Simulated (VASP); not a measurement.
# AlO5 (P4/mmm) in VASP: notebook, part 2 of 2

VASP 6.6.1.

## 3. Single point, PBE

This run uses another cell than the first one, of 15.06 Å³/atom.

File INCAR:

```
SYSTEM = AlO5
PREC = Accurate
ENCUT = 600
EDIFF = 1E-6
ISMEAR = 0
SIGMA = 0.2
LREAL = .False.
LASPH = .True.
NELM = 120
ALGO = Normal
ISIF = 2
LWAVE = .False.
LCHARG = .True.
GGA = PE
LELF = .True.
LVHAR = .True.
NBANDS = 26
GGA_COMPAT = .False.
```

File KPOINTS:

```
regular mesh
0
Gamma
  4 4 5
  0 0 0
```

File POSCAR:

```
AlO5
1.0
    5.2182797684      0.0000000000      0.0000000000
    0.0000000000      5.2182797684      0.0000000000
    0.0000000000      0.0000000000      3.3177735684
Al O
1 5
Direct
    0.5000000000      0.5000000000      0.5000000000
    0.1500405911      0.1500405911      0.0000000000
    0.8499594089      0.8499594089      0.0000000000
    0.8499594089      0.1500405911      0.0000000000
    0.1500405911      0.8499594089      0.0000000000
    0.5000000000      0.5000000000      0.0000000000
```

Potentials or basis: VASP PAW PBE potentials, release 64 (Al, O).

Started as:

```
$ cat potpaw_PBE.64/Al/POTCAR potpaw_PBE.64/O/POTCAR > POTCAR
$ mpirun -np 1 vasp_std > vasp.out
```

OUTCAR:

```text
SYSTEM = AlO5
   PREC = Accurate
   ENCUT = 600
   EDIFF = 1E-6
   ISMEAR = 0
   LREAL = .False.
   LASPH = .True.
   NELM = 120
   ISIF = 2
   GGA = PE

 ion  position               nearest neighbor table
   1  0.500  0.500  0.500-   6 1.66   6 1.66
   2  0.150  0.150  0.000-   4 1.57   5 1.57
   3  0.850  0.850  0.000-   4 1.57   5 1.57
   4  0.850  0.150  0.000-   2 1.57   3 1.57
   5  0.150  0.850  0.000-   2 1.57   3 1.57
   6  0.500  0.500  0.000-   1 1.66   1 1.66

  LATTYP: Found a simple tetragonal cell.
 ALAT       =     5.2182797684
 C/A-ratio  =     0.6357983312

  Lattice vectors:

 A1 = (   5.2182797684,   0.0000000000,   0.0000000000)
 A2 = (   0.0000000000,   5.2182797684,   0.0000000000)
 A3 = (   0.0000000000,   0.0000000000,   3.3177735684)

Analysis of symmetry for initial positions (statically):
=====================================================================
 Subroutine PRICEL returns:
 Original cell was already a primitive cell.

 Routine SETGRP: Setting up the symmetry group for a
 simple tetragonal supercell.

 Subroutine GETGRP returns: Found 16 space group operations
 (whereof 16 operations were pure point group operations)
 out of a pool of 16 trial point group operations.

The static configuration has the point symmetry D_4h.

Analysis of symmetry for dynamics (positions and initial velocities):
=====================================================================
 Subroutine PRICEL returns:
 Original cell was already a primitive cell.

 Routine SETGRP: Setting up the symmetry group for a
 simple tetragonal supercell.

 Subroutine GETGRP returns: Found 16 space group operations
 (whereof 16 operations were pure point group operations)
 out of a pool of 16 trial point group operations.

The dynamic configuration has the point symmetry D_4h.

 Subroutine INISYM returns: Found 16 space group operations
 (whereof 16 operations are pure point group operations),
 and found     1 'primitive' translations

----------------------------------------------------------------------------------------

                                     Primitive cell

  volume of cell :      90.3444

  direct lattice vectors                    reciprocal lattice vectors
     5.218279768  0.000000000  0.000000000     0.191634034  0.000000000  0.000000000
     0.000000000  5.218279768  0.000000000     0.000000000  0.191634034  0.000000000
     0.000000000  0.000000000  3.317773568     0.000000000  0.000000000  0.301406946

  length of vectors
     5.218279768  5.218279768  3.317773568     0.191634034  0.191634034  0.301406946

  position of ions in fractional coordinates (direct lattice)
     0.500000000  0.500000000  0.500000000
     0.150040591  0.150040591  0.000000000
     0.849959409  0.849959409  0.000000000
     0.849959409  0.150040591  0.000000000
     0.150040591  0.849959409  0.000000000
     0.500000000  0.500000000  0.000000000

  ion indices of the primitive-cell ions
   primitive index   ion index
                 1           1
                 2           2
                 3           3
[... 26 lines left out ...]
 ===========================================

 Found     18 irreducible k-points:

 Following reciprocal coordinates:
            Coordinates               Weight
  0.000000  0.000000  0.000000      1.000000
  0.250000  0.000000  0.000000      4.000000
  0.500000  0.000000  0.000000      2.000000
  0.250000  0.250000  0.000000      4.000000
  0.500000  0.250000  0.000000      4.000000
  0.500000  0.500000  0.000000      1.000000
[... 10 lines left out ...]
  0.500000  0.250000  0.400000      8.000000
  0.500000  0.500000  0.400000      2.000000
   k-points           NKPTS =     18   k-points in BZ     NKDIM =     18   number of bands    NBANDS=     26
   number of dos      NEDOS =    301   number of ions     NIONS =      6
   total plane-waves  NPLWV =  49392
   dimension x,y,z NGX =    42 NGY =   42 NGZ =   28
   dimension x,y,z NGXF=    84 NGYF=   84 NGZF=   56
   ions per type =               1   5
   NGX,Y,Z   is equivalent  to a cutoff of  13.38, 13.38, 14.03 a.u.
   NGXF,Y,Z  is equivalent  to a cutoff of  26.76, 26.76, 28.06 a.u.
 SYSTEM =  AlO5
   PREC   = accura    normal or accurate (medium, high low for compatibility)
   ISTART =      0    job   : 0-new  1-cont  2-samecut
   ICHARG =      2    charge: 1-file 2-atom 10-const
   ISPIN  =      1    spin polarized calculation?
   LNONCOLLINEAR =      F non collinear calculations
   LSORBIT =      F    spin-orbit coupling
   LASPH  =      T    aspherical Exc in radial PAW
   ENCUT  =  600.0 eV  44.10 Ry    6.64 a.u.  10.42 10.42  6.63*2*pi/ulx,y,z
   NELM   =    120;   NELMIN=  2; NELMDL= -5     # of ELM steps
   EDIFF  = 0.1E-05   stopping-criterion for ELM
   LREAL  =      F    real-space projection
   EDIFFG = 0.1E-04   stopping-criterion for IOM
   NSW    =      0    number of steps for IOM
   IBRION =     -1    ionic relax: 0-MD 1-quasi-New 2-CG
   NFREE  =      0    steps in history (QN), initial steepest desc. (CG)
   ISIF   =      2    stress and relaxation
   ISYM   =      2    0-nonsym 1-usesym 2-fastsym
   POTIM  = 0.5000    time-step for ionic-motion
   TEBEG  =    0.0;   TEEND  =   0.0 temperature during run
   PSTRESS=    0.0 pullay stress
   NELECT =      33.0000    total number of electrons
   NUPDOWN=      -1.0000    fix difference up-down
   EMIN   =  10.00;   EMAX   =-10.00  energy-range for DOS
   EFERMI =   0.00;   METHOD = LEGACY
   ISMEAR =     0;   SIGMA  =   0.20  broadening in eV -4-tet -1-fermi 0-gaus
   EFERMI_NEDOS =   21; number of points for ismear=-14 and -15
   IALGO  =     38    algorithm
   IMIX   =      4    mixing-type and parameters
     AMIX     =   0.40;   BMIX     =  1.00
     AMIX_MAG =   1.60;   BMIX_MAG =  1.00
  volume/ion in A,a.u.               =      15.06       101.61
  Fermi-wavevector in a.u.,A,eV,Ry     =   1.170251  2.211454 18.633005  1.369487
  Thomas-Fermi vector in A             =   2.306712
   LORBIT       =      0    0 simple, 1 ext, 2 COOP (PROOUT), +10 PAW based schemes
   GGA     = PE    functional components
   LHFCALC =     F    Hartree Fock is set to
   AEXX    =    0.0000 exact exchange contribution
   IVDW    =     0    specifies the selected vdW correction
   LEPSILON=     F    determine dielectric tensor
   LRPA    =     F    only Hartree local field effects (RPA)
 non-spin polarized calculation
 Gauss-broadening in eV      SIGMA  =   0.20
  energy-cutoff  :      600.00
  volume of cell :       90.34
 maximum number of plane-waves:      3041
 NGX is ok and might be reduce to    42
   NGX = 21   NGY = 21   NGZ = 13

 number of electron      33.0000019 magnetization

 Free energy of the ion-electron system (eV)
  ---------------------------------------------------
  ext. energy  EPLUGINS =         0.00000000
  ---------------------------------------------------
  free energy    TOTEN  =       -27.35685638 eV

  energy without entropy =      -27.30110446  energy(sigma->0) =      -27.32898042

 E-fermi :   1.5836     XC(G=0):  -8.2829

 val. band max:        1.5771841376   @ k =   0.5000   0.0000   0.4000
 cond. band min:       1.6604981377   @ k =   0.5000   0.5000   0.0000
 fundamental gap:      0.0833140000
 Fermi energy:         1.5835610558

 k-point     1 :       0.0000    0.0000    0.0000
  band No.  band energies     occupation
      1     -23.1420      2.00000
      2     -18.5556      2.00000
      3     -18.1053      2.00000
      4     -18.1053      2.00000
      5     -12.9291      2.00000
      6      -7.3950      2.00000
[... 511 lines left out ...]
     25      12.2379      0.00000
     26      12.2379      0.00000

------------------------ aborting loop because EDIFF is reached ----------------------------------------

  FORCE on cell =-STRESS in cart. coord.  units (eV):
  Direction    XX          YY          ZZ          XY          YZ          ZX
  --------------------------------------------------------------------------------------
  -------------------------------------------------------------------------------------
  Total        0.4258455      0.4258455     -0.2082078      0.0000000     -0.0000000      0.0000000
  in kB        7.5519855      7.5519855     -3.6923778      0.0000000     -0.0000000      0.0000000
  external PRESSURE =       3.8038644 kB  Pullay stress =       0.0000000 kB

 VOLUME and BASIS-vectors are now :
 -----------------------------------------------------------------------------
  energy-cutoff  :      600.00
  volume of cell :       90.34
      direct lattice vectors                 reciprocal lattice vectors
     5.218279768  0.000000000  0.000000000     0.191634034  0.000000000  0.000000000
     0.000000000  5.218279768  0.000000000     0.000000000  0.191634034  0.000000000
     0.000000000  0.000000000  3.317773568     0.000000000  0.000000000  0.301406946

 POSITION                                       TOTAL-FORCE (eV/Angst)
 -----------------------------------------------------------------------------------
      2.60914      2.60914      1.65889         0.000000      0.000000      0.000000
      0.78295      0.78295      0.00000         0.127429      0.127429      0.000000
      4.43533      4.43533      0.00000        -0.127429     -0.127429     -0.000000
      4.43533      0.78295      0.00000        -0.127429      0.127429     -0.000000
      0.78295      4.43533      0.00000         0.127429     -0.127429      0.000000
      2.60914      2.60914      0.00000         0.000000      0.000000      0.000000
 -----------------------------------------------------------------------------------
    total drift:                                0.000000      0.000000     -0.000000

  FREE ENERGIE OF THE ION-ELECTRON SYSTEM (eV)
  ---------------------------------------------------
  free  energy   TOTEN  =       -27.3568563762 eV

  energy  without entropy=      -27.3011044599  energy(sigma->0) =      -27.32898042
```

Wall time 54 s (1 thread of Intel Xeon Platinum 8488C (Sapphire Rapids), shared host); peak memory 0.22 GiB.

Results:

```
Free energy            : -27.3569 eV
Pressure               : 0.4 GPa
Largest force          : 0.180 eV/Å
Band gap on the k mesh : zero (an odd number of electrons rules out a gap without spin polarisation)
```

Forces in eV/Å, atoms in the order of the input:
```
Al   0.000  0.000  0.000
O    0.127  0.127  0.000
O   -0.127 -0.127  0.000
O   -0.127  0.127  0.000
O    0.127 -0.127  0.000
O    0.000  0.000  0.000
```

Caveat: the k points lie up to 0.38 Å⁻¹ apart, too coarse for converged energies and pressures of a metal; an odd number of electrons without spin polarisation forces a metal; a magnetic or distorted state may lie lower.
